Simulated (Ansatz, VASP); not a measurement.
## One calculation of MnPt2, two programs

Contents of INCAR:

```
SYSTEM = MnPt2
  ALGO = Normal
  EDIFF = 1E-6
  ENCUT = 520
  GGA = PS
  ISIF = 2
  ISMEAR = -1
  ISPIN = 2
  LASPH = .True.
  LCHARG = .True.
  LELF = .True.
  LMAXMIX = 4
  LORBIT = 11
  LREAL = .False.
  LVHAR = .True.
  LWAVE = .False.
  MAGMOM = 0 0 4
  NBANDS = 28
  NELM = 150
  PREC = Accurate
  SIGMA = 0.05
```

Contents of KPOINTS:

```
k-points
0
Gamma
  11 11 4
  0 0 0
```

Contents of POSCAR:

```
MnPt2
1.0
    2.8584044518      0.0000000000      0.0000000000
   -1.4292022259      2.4754508696      0.0000000000
    0.0000000000      0.0000000000      6.5325040000
Pt Mn
2 1
Direct
    0.6666666667      0.3333333333      0.3162060000
    0.3333333333      0.6666666667      0.6837940000
    0.0000000000      0.0000000000      0.0000000000
```

The input input.yaml:

```yaml
crystal:
  lattice:
    - [2.8584044518, 0.0, 0.0]
    - [-1.4292022259, 2.4754508696, 0.0]
    - [0.0, 0.0, 6.532504]
  atoms:
    - { symbol: Pt, position: [0.6666666667, 0.3333333333, 0.316206] }
    - { symbol: Pt, position: [0.3333333333, 0.6666666667, 0.683794] }
    - { symbol: Mn, position: [0.0, 0.0, 0.0], spin: 4.0 }
hamiltonian:
  xc: pbesol
  pseudopotentials: { kind: paw }
magnetization:
  spin_polarized: true
kpoints:
  mp_grid: { grid: [11, 11, 4] }
scf:
  occupations: { method: fermi_dirac, width: 0.05 }
output:
  forces: true
  stress: true
  eigenvalues: true
```

Alike in both runs: task single point; functional PBEsol; k mesh 11 × 11 × 4; occupations fermi-dirac, width 0.05 eV; collinear spin.

```csv
,VASP,Ansatz
version,VASP 6.6.1,Ansatz 0.2.0
potentials or method,"VASP PAW PBE potentials, release 64 (Pt, Mn_pv)",Ansatz PAW
plane-wave cutoff (eV),520,420
valence electrons in the cell,33,51
```

VASP gave:

| Property | Result |
| --- | --- |
| gap on the k mesh at the Fermi level (eV) | none |
| pressure (GPa) | -9.3 |
| traceless stress, the component that is largest in VASP (GPa) | 2.02 |
| rms of the force components (eV/Å) | 0.018 |
| net moment per atom (μB) | 1.51 |
| size of the moment on the site where the two differ most (μB) | 3.74 |

**Question.** What did Ansatz give for the same quantities?

**Answer.** gap on the k mesh at the Fermi level (eV): none; pressure (GPa): -9.2; traceless stress, the component that is largest in VASP (GPa): 1.90; rms of the force components (eV/Å): 0.012; net moment per atom (μB): 1.50; size of the moment on the site where the two differ most (μB): 3.71.

VASP's potentials were made for PBE, not for PBEsol. Site moments also hang on the region over which each program counts them. Atom by atom the forces differ by 0.006 eV/Å (rms over components). A gap of «none» marks a metal or a gap that the smearing closes. The functional is the same, so the differences come from potentials, cutoffs and numerics. VASP's potentials hold 33 valence electrons a cell and Ansatz's 51, so a difference there can come from the potentials and not from the codes.

Neither program's run includes spin-orbit coupling.
